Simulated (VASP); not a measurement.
# SnO (C2/m) in VASP: further runs

SnO is run at these levels: PBE; tasks: single point, relaxation of cell and atoms.

All numbers are computed with VASP 6.6.1; they aren't measurements. Logs are shortened: lines on timing, memory, paths and dates and some standing lists are left out, and cuts for length are marked.

## Step 1: The cell of the first run

Symmetry: C2/m, No. 12, monoclinic system. Conventional cell: a = 5.506 Å, b = 5.123 Å, c = 4.949 Å, α = 90.00°, β = 90.24°, γ = 90.00°. Within 2.9 Å of Sn (site symmetry m) lie 4 O at 2.19 to 2.34 Å. Within 2.9 Å of O (site symmetry 2) lie 4 Sn at 2.19 to 2.34 Å and 3 O at 2.19 to 2.78 Å.

## Step 2: Single point, PBE

Input file INCAR:

```
  PREC = Accurate
  ENCUT = 520
  EDIFF = 1E-6
  ISMEAR = 0
  SIGMA = 0.1
  LREAL = False
  LASPH = True
  NELM = 100
  ALGO = Normal
  ISIF = 2
  LWAVE = False
  LCHARG = False
  GGA = PE
  NBANDS = 28
```

Input file KPOINTS:

```
regular mesh
0
Gamma
  4 4 4
```

Input file POSCAR:

```
SnO
1.0
    2.7528988400     -2.5613696500      0.0000000000
    2.7528988400      2.5613696500      0.0000000000
   -0.0204393400      0.0000000000      4.9485341900
Sn O
2 2
Direct
    0.3054130600      0.3054130600      0.2457447300
    0.6945869400      0.6945869400      0.7542552700
    0.7859053800      0.2140946200      0.0000000000
    0.2140946200      0.7859053800      0.0000000000
```

Potentials or basis: VASP PAW PBE potentials, release 64 (Sn_d, O).

Started as:

```sh
> cat potpaw_PBE.64/Sn_d/POTCAR potpaw_PBE.64/O/POTCAR > POTCAR
> mpirun -np 1 vasp_std > vasp.out
```

OUTCAR:

```text
PREC = Accurate
   ENCUT = 520
   EDIFF = 1E-6
   ISMEAR = 0
   LREAL = False
   LASPH = True
   NELM = 100
   ISIF = 2
   GGA = PE

 ion  position               nearest neighbor table
   1  0.305  0.305  0.246-   3 2.19   4 2.19   4 2.34   3 2.34   2 3.25   2 3.30   2 3.58   2 3.58
                             2 3.64   2 3.64
   2  0.695  0.695  0.754-   3 2.19   4 2.19   4 2.34   3 2.34   1 3.25   1 3.30   1 3.58   1 3.58
                             1 3.64   1 3.64
   3  0.786  0.214  0.000-   1 2.19   2 2.19   1 2.34   2 2.34
   4  0.214  0.786  0.000-   1 2.19   2 2.19   1 2.34   2 2.34

  LATTYP: Found a base centered monoclinic cell.
 ALAT       =     5.5057976800
 B/A-ratio  =     0.9304263610
 C/A-ratio  =     0.8987937241
 COS(beta)  =    -0.0041303475

  Lattice vectors:

 A1 = (   2.7528988400,  -2.5613696500,   0.0000000000)
 A2 = (   2.7528988400,   2.5613696500,   0.0000000000)
 A3 = (  -0.0204393400,   0.0000000000,   4.9485341900)

Analysis of symmetry for initial positions (statically):
=====================================================================
 Subroutine PRICEL returns:
 Original cell was already a primitive cell.

 Routine SETGRP: Setting up the symmetry group for a
 base centered monoclinic supercell.

 Subroutine GETGRP returns: Found  4 space group operations
 (whereof  4 operations were pure point group operations)
 out of a pool of  4 trial point group operations.

The static configuration has the point symmetry C_2h.

Analysis of symmetry for dynamics (positions and initial velocities):
=====================================================================
 Subroutine PRICEL returns:
 Original cell was already a primitive cell.

 Routine SETGRP: Setting up the symmetry group for a
 base centered monoclinic supercell.

 Subroutine GETGRP returns: Found  4 space group operations
 (whereof  4 operations were pure point group operations)
 out of a pool of  4 trial point group operations.

The dynamic configuration has the point symmetry C_2h.

 Subroutine INISYM returns: Found  4 space group operations
 (whereof  4 operations are pure point group operations),
 and found     1 'primitive' translations

----------------------------------------------------------------------------------------

                                     Primitive cell

  volume of cell :      69.7861

  direct lattice vectors                    reciprocal lattice vectors
     2.752898840 -2.561369650  0.000000000     0.181626725 -0.195208060  0.000750188
     2.752898840  2.561369650  0.000000000     0.181626725  0.195208060  0.000750188
    -0.020439340  0.000000000  4.948534190     0.000000000  0.000000000  0.202080043

  length of vectors
     3.760195009  3.760195009  4.948576401     0.266636488  0.266636488  0.202080043

  position of ions in fractional coordinates (direct lattice)
     0.305413060  0.305413060  0.245744730
     0.694586940  0.694586940  0.754255270
     0.785905380  0.214094620  0.000000000
     0.214094620  0.785905380  0.000000000

  ion indices of the primitive-cell ions
   primitive index   ion index
                 1           1
                 2           2
                 3           3
                 4           4

----------------------------------------------------------------------------------------

 KPOINTS: regular mesh

Automatic generation of k-mesh.
 Grid dimensions read from file:
 generate k-points for:    4    4    4

 Generating k-lattice:

  Cartesian coordinates                     Fractional coordinates (reciprocal lattice)
     0.045406681 -0.048802015  0.000187547     0.250000000 -0.000000000  0.000000000
     0.045406681  0.048802015  0.000187547    -0.000000000  0.250000000  0.000000000
     0.000000000  0.000000000  0.050520011     0.000000000  0.000000000  0.250000000

  Length of vectors
     0.066659122  0.066659122  0.050520011

  Shift w.r.t. Gamma in fractional coordinates (k-lattice)
     0.000000000  0.000000000  0.000000000

 Subroutine IBZKPT returns following result:
 ===========================================

 Found     24 irreducible k-points:

 Following reciprocal coordinates:
            Coordinates               Weight
  0.000000  0.000000  0.000000      1.000000
  0.250000  0.000000  0.000000      4.000000
  0.500000  0.000000  0.000000      2.000000
  0.250000  0.250000  0.000000      2.000000
  0.500000  0.250000  0.000000      4.000000
 -0.250000  0.250000  0.000000      2.000000
[... 16 lines left out ...]
 -0.250000  0.250000  0.500000      2.000000
  0.500000  0.500000  0.500000      1.000000
   k-points           NKPTS =     24   k-points in BZ     NKDIM =     24   number of bands    NBANDS=     28
   number of dos      NEDOS =    301   number of ions     NIONS =      4
   total plane-waves  NPLWV =  31360
   dimension x,y,z NGX =    28 NGY =   28 NGZ =   40
   dimension x,y,z NGXF=    56 NGYF=   56 NGZF=   80
   ions per type =               2   2
   NGX,Y,Z   is equivalent  to a cutoff of  12.38, 12.38, 13.44 a.u.
   NGXF,Y,Z  is equivalent  to a cutoff of  24.76, 24.76, 26.88 a.u.
 SYSTEM =  unknown system
   PREC   = accura    normal or accurate (medium, high low for compatibility)
   ISTART =      0    job   : 0-new  1-cont  2-samecut
   ICHARG =      2    charge: 1-file 2-atom 10-const
   ISPIN  =      1    spin polarized calculation?
   LNONCOLLINEAR =      F non collinear calculations
   LSORBIT =      F    spin-orbit coupling
   LASPH  =      T    aspherical Exc in radial PAW
   ENCUT  =  520.0 eV  38.22 Ry    6.18 a.u.   6.99  6.99  9.20*2*pi/ulx,y,z
   NELM   =    100;   NELMIN=  2; NELMDL= -5     # of ELM steps
   EDIFF  = 0.1E-05   stopping-criterion for ELM
   LREAL  =      F    real-space projection
   EDIFFG = 0.1E-04   stopping-criterion for IOM
   NSW    =      0    number of steps for IOM
   IBRION =     -1    ionic relax: 0-MD 1-quasi-New 2-CG
   NFREE  =      0    steps in history (QN), initial steepest desc. (CG)
   ISIF   =      2    stress and relaxation
   ISYM   =      2    0-nonsym 1-usesym 2-fastsym
   POTIM  = 0.5000    time-step for ionic-motion
   TEBEG  =    0.0;   TEEND  =   0.0 temperature during run
   PSTRESS=    0.0 pullay stress
   NELECT =      40.0000    total number of electrons
   NUPDOWN=      -1.0000    fix difference up-down
   EMIN   =  10.00;   EMAX   =-10.00  energy-range for DOS
   EFERMI =   0.00;   METHOD = LEGACY
   ISMEAR =     0;   SIGMA  =   0.10  broadening in eV -4-tet -1-fermi 0-gaus
   EFERMI_NEDOS =   21; number of points for ismear=-14 and -15
   IALGO  =     38    algorithm
   IMIX   =      4    mixing-type and parameters
     AMIX     =   0.40;   BMIX     =  1.00
     AMIX_MAG =   1.60;   BMIX_MAG =  1.00
  volume/ion in A,a.u.               =      17.45       117.74
  Fermi-wavevector in a.u.,A,eV,Ry     =   1.359894  2.569827 25.161422  1.849312
  Thomas-Fermi vector in A             =   2.486603
   LORBIT       =      0    0 simple, 1 ext, 2 COOP (PROOUT), +10 PAW based schemes
   GGA     = PE    functional components
   LHFCALC =     F    Hartree Fock is set to
   AEXX    =    0.0000 exact exchange contribution
   IVDW    =     0    specifies the selected vdW correction
   LEPSILON=     F    determine dielectric tensor
   LRPA    =     F    only Hartree local field effects (RPA)
 non-spin polarized calculation
 Gauss-broadening in eV      SIGMA  =   0.10
  energy-cutoff  :      520.00
  volume of cell :       69.79
 maximum number of plane-waves:      1900
   NGX = 13   NGY = 13   NGZ = 19

 number of electron      39.9999996 magnetization

 Free energy of the ion-electron system (eV)
  ---------------------------------------------------
  ext. energy  EPLUGINS =         0.00000000
  ---------------------------------------------------
  free energy    TOTEN  =       -21.76344724 eV

  energy without entropy =      -21.76182079  energy(sigma->0) =      -21.76263401

 E-fermi :   7.3002     XC(G=0): -10.2977

 val. band max:        7.2627473739   @ k =   0.5000   0.5000   0.0000
 cond. band min:       7.3426916506   @ k =   0.5000   0.5000   0.0000
 fundamental gap:      0.0799442768
 Fermi energy:         7.3002344957

 k-point     1 :       0.0000    0.0000    0.0000
  band No.  band energies     occupation
      1     -14.7747      2.00000
      2     -14.4747      2.00000
      3     -14.4537      2.00000
      4     -14.4095      2.00000
      5     -14.3982      2.00000
      6     -14.3910      2.00000
[... 20 lines left out ...]
     27      14.6878      0.00000
     28      14.7969      0.00000

 k-point     2 :       0.2500    0.0000    0.0000
  band No.  band energies     occupation
      1     -14.7799      2.00000
      2     -14.5306      2.00000
      3     -14.4425      2.00000
      4     -14.4310      2.00000
      5     -14.4063      2.00000
      6     -14.3935      2.00000
[... 20 lines left out ...]
     27      14.8387      0.00000
     28      17.2581      0.00000

 k-point     3 :       0.5000    0.0000    0.0000
  band No.  band energies     occupation
      1     -14.7931      2.00000
      2     -14.6213      2.00000
      3     -14.4388      2.00000
      4     -14.4259      2.00000
      5     -14.4038      2.00000
      6     -14.3983      2.00000
[... 20 lines left out ...]
     27      14.9600      0.00000
     28      16.4908      0.00000

 k-point     4 :       0.2500    0.2500    0.0000
  band No.  band energies     occupation
      1     -14.7459      2.00000
      2     -14.6529      2.00000
      3     -14.4375      2.00000
      4     -14.4259      2.00000
      5     -14.4070      2.00000
      6     -14.4008      2.00000
[... 578 lines left out ...]
     27      16.0893      0.00000
     28      17.8635      0.00000

 k-point    23 :      -0.2500    0.2500    0.5000
  band No.  band energies     occupation
      1     -14.8098      2.00000
      2     -14.5594      2.00000
      3     -14.4480      2.00000
      4     -14.4262      2.00000
      5     -14.4017      2.00000
      6     -14.3956      2.00000
[... 20 lines left out ...]
     27      16.4862      0.00000
     28      18.0356      0.00000

 k-point    24 :       0.5000    0.5000    0.5000
  band No.  band energies     occupation
      1     -14.7781      2.00000
      2     -14.7153      2.00000
      3     -14.4398      2.00000
      4     -14.4100      2.00000
      5     -14.3838      2.00000
      6     -14.3739      2.00000
[... 20 lines left out ...]
     27      16.3527      0.00000
     28      16.8738      0.00000

------------------------ aborting loop because EDIFF is reached ----------------------------------------

  FORCE on cell =-STRESS in cart. coord.  units (eV):
  Direction    XX          YY          ZZ          XY          YZ          ZX
  --------------------------------------------------------------------------------------
  -------------------------------------------------------------------------------------
  Total        0.3583704      5.5065431      0.3598494      0.0000000      0.0000000     -1.1719126
  in kB        8.2276086    126.4213856      8.2615638      0.0000000      0.0000000    -26.9052311
  external PRESSURE =      47.6368527 kB  Pullay stress =       0.0000000 kB

 VOLUME and BASIS-vectors are now :
 -----------------------------------------------------------------------------
  energy-cutoff  :      520.00
  volume of cell :       69.79
      direct lattice vectors                 reciprocal lattice vectors
     2.752898840 -2.561369650  0.000000000     0.181626725 -0.195208060  0.000750188
     2.752898840  2.561369650  0.000000000     0.181626725  0.195208060  0.000750188
    -0.020439340  0.000000000  4.948534190     0.000000000  0.000000000  0.202080043

 POSITION                                       TOTAL-FORCE (eV/Angst)
 -----------------------------------------------------------------------------------
      1.67652      0.00000      1.21608        -1.060087      0.000000     -0.237860
      3.80884      0.00000      3.73246         1.060087      0.000000      0.237860
      2.75290     -1.46462      0.00000         0.000000      2.606076      0.000000
      2.75290      1.46462      0.00000         0.000000     -2.606076     -0.000000
 -----------------------------------------------------------------------------------
    total drift:                               -0.000000     -0.000000     -0.000000

  FREE ENERGIE OF THE ION-ELECTRON SYSTEM (eV)
  ---------------------------------------------------
  free  energy   TOTEN  =       -21.7634472412 eV

  energy  without entropy=      -21.7618207856  energy(sigma->0) =      -21.76263401
```

It took 75 s on 1 thread of Intel Xeon Platinum 8259CL at 2.50GHz (Skylake/Cascade Lake), shared host; peak memory 0.19 GiB.

Results:

* Free energy: -21.7634 eV
* Pressure: 4.8 GPa
* Largest force: 2.606 eV/Å
* Band gap on the k mesh: zero (band 20 reaches 7.44 eV, above the bottom of band 21 at 7.26 eV)

Forces on the atoms (eV/Å):
```
Sn  -1.060  0.000 -0.238
Sn   1.060  0.000  0.238
O    0.000  2.606  0.000
O    0.000 -2.606  0.000
```

Caveat: the k points lie up to 0.42 Å⁻¹ apart; spin-orbit coupling is left out, which moves the levels of the heavy elements; forces of over 1 eV/Å act on the atoms, so gaps and moduli don't describe the material at rest.

## Step 3: Relaxation of cell and atoms, PBE

Input file INCAR:

```
PREC = Accurate ; ENCUT = 600
EDIFF = 1E-6 ; ISMEAR = 0
SIGMA = 0.1 ; LREAL = F
LASPH = T ; NELM = 100
ALGO = Normal ; ISIF = 3
LWAVE = F ; LCHARG = F
GGA = PE ; IBRION = 2
NSW = 90 ; EDIFFG = -0.04
```

KPOINTS is that of step 2.

POSCAR is that of step 2.

Potentials or basis: VASP PAW PBE potentials, release 64 (Sn_d, O).

Started as:

```sh
> cat potpaw_PBE.64/Sn_d/POTCAR potpaw_PBE.64/O/POTCAR > POTCAR
> mpirun -np 1 vasp_std > vasp.out
```

Run time: 16 min. Hardware: 1 thread of Intel Xeon Platinum 8259CL at 2.50GHz (Skylake/Cascade Lake), shared host; peak memory 0.21 GiB.

The run converged. Its results:

| Quantity | Value |
| --- | --- |
| Free energy | -22.7156 eV |
| Relaxed volume | 19.02 Å³/atom |
| Relaxed cell | a = 3.870 Å, b = 3.870 Å, c = 5.083 Å, α = 90.65°, β = 90.65°, γ = 90.12° |
| Space group after relaxing (to 0.05 Å) | C2/m (No. 12) |
| Energy gained by relaxing | 236.9 meV/atom |
| Ionic steps | 19 |
| Pressure after relaxing | 0.0 GPa |
| Largest force after relaxing | 0.032 eV/Å |
| Band gap on the k mesh | 0.50 eV, indirect (least direct gap 1.90 eV) |

Forces in eV/Å, atoms in the order of the input:
```
Sn  -0.021  0.000  0.002
Sn   0.021  0.000 -0.002
O    0.000 -0.032  0.000
O    0.000  0.032  0.000
```

Stress tensor (GPa, compression positive):
```
 0.11  0.00  0.17
 0.00 -0.20  0.00
 0.17  0.00 -0.06
```

The path:
```csv
step,energy change (eV),largest force (eV/Å),pressure (GPa),volume (Å³)
1,0.0000,2.6058,4.70,69.79
2,-0.6581,1.1387,-1.61,74.98
3,-0.7088,1.1451,-3.41,77.25
4,-0.8270,0.8005,2.40,73.72
5,-0.8299,0.7261,1.52,74.19
6,-0.8896,0.2590,0.38,74.89
7,-0.8924,0.1569,0.26,75.08
8,-0.9119,0.1533,-0.32,75.53
9,-0.9268,0.4507,-1.52,76.62
10,-0.9347,0.3340,-0.87,76.28
11,-0.9388,0.2078,-0.09,75.88
12,-0.9390,0.1828,0.08,75.79
13,-0.9417,0.1413,0.16,75.84
14,-0.9457,0.0962,0.28,75.97
15,-0.9458,0.1081,0.32,75.99
16,-0.9466,0.0546,-0.10,76.28
17,-0.9466,0.0513,-0.19,76.34
18,-0.9470,0.0441,-0.15,76.28
19,-0.9478,0.0317,-0.05,76.10
```

Final structure:
```cif
data_structure
_symmetry_space_group_name_H-M 'P 1'
_symmetry_Int_Tables_number 1
_cell_length_a 3.8696
_cell_length_b 3.8696
_cell_length_c 5.0825
_cell_angle_alpha 90.650
_cell_angle_beta 90.650
_cell_angle_gamma 90.120
_cell_volume 76.10
loop_
_atom_site_label
_atom_site_type_symbol
_atom_site_fract_x
_atom_site_fract_y
_atom_site_fract_z
_atom_site_occupancy
Sn1 Sn 0.25370 0.25370 0.22882 1
Sn2 Sn 0.74630 0.74630 0.77118 1
O1 O 0.74916 0.25084 0.00000 1
O2 O 0.25084 0.74916 0.00000 1
```

Levels at points of the mesh, in eV from the valence-band top:
```tsv
k point	band 16	band 17	band 18	band 19	band 20	band 21	band 22	band 23	band 24
(0.00, 0.00, 0.00)	-5.79	-3.14	-2.87	-2.84	0.00	1.90	4.06	4.91	4.92
(0.50, 0.00, 0.00)	-4.60	-4.45	-4.42	-2.39	-2.27	2.98	3.06	5.64	5.71
(0.50, 0.50, 0.00)	-4.72	-2.22	-2.21	-1.76	-1.74	0.50	0.52	4.54	4.56
(0.00, 0.00, 0.50)	-3.42	-3.18	-2.88	-2.85	-1.94	1.74	3.31	3.32	3.76
(0.50, 0.00, 0.50)	-4.97	-4.43	-4.40	-1.59	-1.48	2.41	2.52	5.50	5.62
(0.50, 0.50, 0.50)	-5.05	-2.36	-2.33	-2.23	-2.21	2.60	2.61	3.72	3.73
```

Caveat: spin-orbit coupling is left out, which moves the levels of the heavy elements. A k mesh can miss the band edges.
